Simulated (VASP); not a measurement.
# Hf (Fm-3m) in VASP: further runs

Hf is run at these levels: PBE; tasks: single point.

Program: VASP 6.6.1. These are calculated values, not measurements. Logs are shortened: lines on timing, memory, paths and dates and some standing lists are left out, and cuts for length are marked.

## Step 1: The cell of the first run

The structure is cubic, space group Fm-3m (No. 225). Conventional cell: a = 3.542 Å, b = 3.542 Å, c = 3.542 Å, α = 90.00°, β = 90.00°, γ = 90.00°. Within 3.3 Å of Hf (site symmetry m-3m) lie 12 Hf at 2.50 Å.

## Step 2: Single point, PBE

Input file INCAR:

```
SYSTEM = Hf
PREC = Accurate ; ENCUT = 520
EDIFF = 1E-6 ; ISMEAR = -1
SIGMA = 0.1 ; LREAL = .FALSE.
LASPH = .TRUE. ; NELM = 100
ALGO = Normal ; ISIF = 2
LWAVE = .FALSE. ; LCHARG = .FALSE.
GGA = PE ; NBANDS = 11
```

Input file KPOINTS:

```
Automatic mesh
0
G
  19 19 19
  0 0 0
```

Input file POSCAR:

```
Hf
1.0
    0.0000000000      1.7708444683      1.7708444683
    1.7708444683      0.0000000000      1.7708444683
    1.7708444683      1.7708444683      0.0000000000
Hf
1
Direct
    0.0000000000      0.0000000000      0.0000000000
```

Potentials or basis: VASP PAW PBE potentials, release 64 (Hf_pv).

Run with:

```bash
$ cat potpaw_PBE.64/Hf_pv/POTCAR > POTCAR
$ mpirun -np 1 vasp_std > vasp.out
```

OUTCAR:

```text
SYSTEM = Hf
   PREC = Accurate
   ENCUT = 520
   EDIFF = 1E-6
   ISMEAR = -1
   LREAL = .FALSE.
   LASPH = .TRUE.
   NELM = 100
   ISIF = 2
   GGA = PE

 ion  position               nearest neighbor table
   1  0.000  0.000  0.000-

  LATTYP: Found a face centered cubic cell.
 ALAT       =     3.5416889366

  Lattice vectors:

 A1 = (   0.0000000000,   1.7708444683,   1.7708444683)
 A2 = (   1.7708444683,   0.0000000000,   1.7708444683)
 A3 = (   1.7708444683,   1.7708444683,   0.0000000000)

Analysis of symmetry for initial positions (statically):
=====================================================================
 Subroutine PRICEL returns:
 Original cell was already a primitive cell.

 Routine SETGRP: Setting up the symmetry group for a
 face centered cubic supercell.

 Subroutine GETGRP returns: Found 48 space group operations
 (whereof 48 operations were pure point group operations)
 out of a pool of 48 trial point group operations.

The static configuration has the point symmetry O_h .

Analysis of symmetry for dynamics (positions and initial velocities):
=====================================================================
 Subroutine PRICEL returns:
 Original cell was already a primitive cell.

 Routine SETGRP: Setting up the symmetry group for a
 face centered cubic supercell.

 Subroutine GETGRP returns: Found 48 space group operations
 (whereof 48 operations were pure point group operations)
 out of a pool of 48 trial point group operations.

The dynamic configuration has the point symmetry O_h .

 Subroutine INISYM returns: Found 48 space group operations
 (whereof 48 operations are pure point group operations),
 and found     1 'primitive' translations

----------------------------------------------------------------------------------------

                                     Primitive cell

  volume of cell :      11.1063

  direct lattice vectors                    reciprocal lattice vectors
     0.000000000  1.770844468  1.770844468    -0.282351166  0.282351166  0.282351166
     1.770844468  0.000000000  1.770844468     0.282351166 -0.282351166  0.282351166
     1.770844468  1.770844468  0.000000000     0.282351166  0.282351166 -0.282351166

  length of vectors
     2.504352264  2.504352264  2.504352264     0.489046565  0.489046565  0.489046565

  position of ions in fractional coordinates (direct lattice)
     0.000000000  0.000000000  0.000000000

  ion indices of the primitive-cell ions
   primitive index   ion index
                 1           1

----------------------------------------------------------------------------------------

 KPOINTS: Automatic mesh

Automatic generation of k-mesh.
 Grid dimensions read from file:
 generate k-points for:   19   19   19

 Generating k-lattice:

  Cartesian coordinates                     Fractional coordinates (reciprocal lattice)
    -0.014860588  0.014860588  0.014860588     0.052631579  0.000000000  0.000000000
     0.014860588 -0.014860588  0.014860588     0.000000000  0.052631579  0.000000000
     0.014860588  0.014860588 -0.014860588     0.000000000  0.000000000  0.052631579

  Length of vectors
     0.025739293  0.025739293  0.025739293

  Shift w.r.t. Gamma in fractional coordinates (k-lattice)
     0.000000000  0.000000000  0.000000000

 Subroutine IBZKPT returns following result:
 ===========================================

 Found    220 irreducible k-points:

 Following reciprocal coordinates:
            Coordinates               Weight
  0.000000  0.000000  0.000000      1.000000
  0.052632  0.000000  0.000000      8.000000
  0.105263  0.000000  0.000000      8.000000
  0.157895  0.000000  0.000000      8.000000
  0.210526  0.000000  0.000000      8.000000
  0.263158  0.000000  0.000000      8.000000
[... 16 lines left out ...]
 -0.315789  0.052632  0.000000     24.000000
 -0.263158  0.052632  0.000000     24.000000
 [... further k-points ...]
   k-points           NKPTS =    220   k-points in BZ     NKDIM =    220   number of bands    NBANDS=     11
   number of dos      NEDOS =    301   number of ions     NIONS =      1
   total plane-waves  NPLWV =   8000
   dimension x,y,z NGX =    20 NGY =   20 NGZ =   20
   dimension x,y,z NGXF=    40 NGYF=   40 NGZF=   40
   ions per type =               1
   NGX,Y,Z   is equivalent  to a cutoff of  13.28, 13.28, 13.28 a.u.
   NGXF,Y,Z  is equivalent  to a cutoff of  26.55, 26.55, 26.55 a.u.
 SYSTEM =  Hf
   PREC   = accura    normal or accurate (medium, high low for compatibility)
   ISTART =      0    job   : 0-new  1-cont  2-samecut
   ICHARG =      2    charge: 1-file 2-atom 10-const
   ISPIN  =      1    spin polarized calculation?
   LNONCOLLINEAR =      F non collinear calculations
   LSORBIT =      F    spin-orbit coupling
   LASPH  =      T    aspherical Exc in radial PAW
   ENCUT  =  520.0 eV  38.22 Ry    6.18 a.u.   4.66  4.66  4.66*2*pi/ulx,y,z
   NELM   =    100;   NELMIN=  2; NELMDL= -5     # of ELM steps
   EDIFF  = 0.1E-05   stopping-criterion for ELM
   LREAL  =      F    real-space projection
   EDIFFG = 0.1E-04   stopping-criterion for IOM
   NSW    =      0    number of steps for IOM
   IBRION =     -1    ionic relax: 0-MD 1-quasi-New 2-CG
   NFREE  =      0    steps in history (QN), initial steepest desc. (CG)
   ISIF   =      2    stress and relaxation
   ISYM   =      2    0-nonsym 1-usesym 2-fastsym
   POTIM  = 0.5000    time-step for ionic-motion
   TEBEG  =    0.0;   TEEND  =   0.0 temperature during run
   PSTRESS=    0.0 pullay stress
   NELECT =      10.0000    total number of electrons
   NUPDOWN=      -1.0000    fix difference up-down
   EMIN   =  10.00;   EMAX   =-10.00  energy-range for DOS
   EFERMI =   0.00;   METHOD = LEGACY
   ISMEAR =    -1;   SIGMA  =   0.10  broadening in eV -4-tet -1-fermi 0-gaus
   EFERMI_NEDOS =   21; number of points for ismear=-14 and -15
   IALGO  =     38    algorithm
   IMIX   =      4    mixing-type and parameters
     AMIX     =   0.40;   BMIX     =  1.00
     AMIX_MAG =   1.60;   BMIX_MAG =  1.00
  volume/ion in A,a.u.               =      11.11        74.95
  Fermi-wavevector in a.u.,A,eV,Ry     =   1.580827  2.987330 34.001160  2.499015
  Thomas-Fermi vector in A             =   2.680996
   LORBIT       =      0    0 simple, 1 ext, 2 COOP (PROOUT), +10 PAW based schemes
   GGA     = PE    functional components
   LHFCALC =     F    Hartree Fock is set to
   AEXX    =    0.0000 exact exchange contribution
   IVDW    =     0    specifies the selected vdW correction
   LEPSILON=     F    determine dielectric tensor
   LRPA    =     F    only Hartree local field effects (RPA)
 non-spin polarized calculation
  energy-cutoff  :      520.00
  volume of cell :       11.11
 maximum number of plane-waves:       310
   NGX =  9   NGY =  9   NGZ =  9

 number of electron      10.0000000 magnetization

 number of electron       9.9999999 magnetization

 Free energy of the ion-electron system (eV)
  ---------------------------------------------------
  ext. energy  EPLUGINS =         0.00000000
  ---------------------------------------------------
  free energy    TOTEN  =        -4.87390115 eV

  energy without entropy =       -4.85781953  energy(sigma->0) =       -4.86586034

 E-fermi :  11.0427     XC(G=0): -14.9412

 val. band max:       10.9724235054   @ k =   0.3158   0.1053   0.0526
 cond. band min:      11.0543214227   @ k =   0.2105   0.0000   0.0000
 fundamental gap:      0.0818979172
 Fermi energy:        11.0427324013

 k-point     1 :       0.0000    0.0000    0.0000
  band No.  band energies     occupation
      1     -16.5010      2.00000
      2     -16.5010      2.00000
      3     -16.5010      2.00000
      4       2.8147      2.00000
      5      11.9152      0.00033
      6      11.9152      0.00033
      7      11.9152      0.00033
      8      18.3124      0.00000
      9      18.3124      0.00000
     10      24.8289      0.00000
     11      25.5660      0.00000

 k-point     2 :       0.0526    0.0000    0.0000
  band No.  band energies     occupation
      1     -16.7179      2.00000
      2     -16.5226      2.00000
      3     -16.5226      2.00000
      4       3.0787      2.00000
      5      11.7160      0.00238
      6      12.0266      0.00011
      7      12.0266      0.00011
      8      18.1356      0.00000
      9      18.1356      0.00000
     10      25.3119      0.00000
     11      25.5654      0.00000

 k-point     3 :       0.1053    0.0000    0.0000
  band No.  band energies     occupation
      1     -17.3168      2.00000
      2     -16.5846      2.00000
      3     -16.5846      2.00000
      4       3.7860      2.00000
      5      11.2624      0.20019
      6      12.3202      0.00001
      7      12.3202      0.00001
      8      17.7248      0.00000
      9      17.7248      0.00000
     10      25.5638      0.00000
     11      26.5471      0.00000

 k-point     4 :       0.1579    0.0000    0.0000
  band No.  band energies     occupation
      1     -18.1741      2.00000
      2     -16.6787      2.00000
      3     -16.6787      2.00000
      4       4.6843      2.00000
      5      10.8979      1.61939
      6      12.6529      0.00000
      7      12.6529      0.00000
      8      17.3838      0.00000
      9      17.3838      0.00000
     10      25.5601      0.00000
     11      27.3466      0.00000
[... 239 lines left out ...]
 k-point    22 :      -0.3684    0.0526    0.0000
  band No.  band energies     occupation
      1     -21.8780      2.00000
      2     -17.3581      2.00000
      3     -17.1163      2.00000
      4       5.2214      2.00000
      5      11.4084      0.05034
      6      11.7236      0.00221
      7      15.2002      0.00000
      8      20.6213      0.00000
      9      22.6718      0.00000
     10      25.0857      0.00000
     11      25.6001      0.00000

 k-point    23 :      -0.3158    0.0526    0.0000
  band No.  band energies     occupation
      1     -21.2408      2.00000
      2     -17.2857      2.00000
      3     -17.0048      2.00000
      4       5.5090      2.00000
      5      11.8481      0.00064
      6      12.0906      0.00006
      7      13.6545      0.00000
      8      19.0094      0.00000
      9      21.3496      0.00000
     10      25.1508      0.00000
     11      25.6110      0.00000

 k-point    24 :      -0.2632    0.0526    0.0000
  band No.  band energies     occupation
      1     -20.4271      2.00000
      2     -17.1806      2.00000
      3     -16.8810      2.00000
      4       5.7581      2.00000
      5      12.0332      0.00010
      6      12.4085      0.00000
      7      12.5245      0.00000
      8      17.6027      0.00000
      9      19.9407      0.00000
     10      25.4962      0.00000
     11      25.8468      0.00000

 [... further k-points ...]
[... 5 lines left out ...]
  --------------------------------------------------------------------------------------
  -------------------------------------------------------------------------------------
  Total       16.9947529     16.9947529     16.9947529      0.0000000     -0.0000000     -0.0000000
  in kB     2451.6257987   2451.6257987   2451.6257987      0.0000000     -0.0000000     -0.0000000
  external PRESSURE =    2451.6257987 kB  Pullay stress =       0.0000000 kB

 VOLUME and BASIS-vectors are now :
 -----------------------------------------------------------------------------
  energy-cutoff  :      520.00
  volume of cell :       11.11
      direct lattice vectors                 reciprocal lattice vectors
     0.000000000  1.770844468  1.770844468    -0.282351166  0.282351166  0.282351166
     1.770844468  0.000000000  1.770844468     0.282351166 -0.282351166  0.282351166
     1.770844468  1.770844468  0.000000000     0.282351166  0.282351166 -0.282351166

 POSITION                                       TOTAL-FORCE (eV/Angst)
 -----------------------------------------------------------------------------------
      0.00000      0.00000      0.00000         0.000000     -0.000000      0.000000
 -----------------------------------------------------------------------------------
    total drift:                                0.000000     -0.000000     -0.000000

  FREE ENERGIE OF THE ION-ELECTRON SYSTEM (eV)
  ---------------------------------------------------
  free  energy   TOTEN  =        -4.8739011463 eV

  energy  without entropy=       -4.8578195289  energy(sigma->0) =       -4.86586034
```

Run time: 8.8 s. Hardware: 1 thread of Intel Xeon 6975P-C (Granite Rapids), shared host; peak memory 0.15 GiB.

What came out:

| Quantity | Value |
| --- | --- |
| Free energy | -4.8739 eV |
| Pressure | 245.2 GPa |
| Band gap on the k mesh | zero (band 5 reaches 12.16 eV, above the bottom of band 6 at 9.84 eV) |

Caveat: spin-orbit coupling is left out, which moves the levels of the heavy elements.

## Step 3: Single point, PBE

Input file INCAR:

```
PREC = Accurate
ENCUT = 520
EDIFF = 1E-6
ISMEAR = -1
SIGMA = 0.1
LREAL = F
LASPH = T
NELM = 60
ALGO = Normal
ISIF = 2
LWAVE = F
LCHARG = F
GGA = PE
NBANDS = 11
```

Input file KPOINTS:

```
regular mesh
0
Gamma
  19 19 19
```

Input file POSCAR:

```
Hf
1.0
    0.0000000000      1.7711280537      1.7711280537
    1.7711280537      0.0000000000      1.7711280537
    1.7711280537      1.7711280537      0.0000000000
Hf
1
Direct
    0.0000000000      0.0000000000      0.0000000000
```

Potentials or basis: VASP PAW PBE potentials, release 64 (Hf_pv).

Run with:

```bash
$ cat potpaw_PBE.64/Hf_pv/POTCAR > POTCAR
$ mpirun -np 1 vasp_std > vasp.out
```

It took 8.5 s on 1 thread of Intel Xeon 6975P-C (Granite Rapids), shared host; peak memory 0.15 GiB.

The run converged. Its results:

- Free energy: -4.8821 eV
- Pressure: 244.8 GPa
- Band gap on the k mesh: zero (band 5 reaches 12.16 eV, above the bottom of band 6 at 9.83 eV)

Levels at points of the mesh, in eV from the Fermi level:
```
           k point  band 1  band 2  band 3  band 4  band 5  band 6  band 7  band 8  band 9  band 10
(0.00, 0.00, 0.00)  -27.55  -27.55  -27.55   -8.23    0.87    0.87    0.87    7.27    7.27    13.78
```

Caveat: spin-orbit coupling is left out, which moves the levels of the heavy elements.
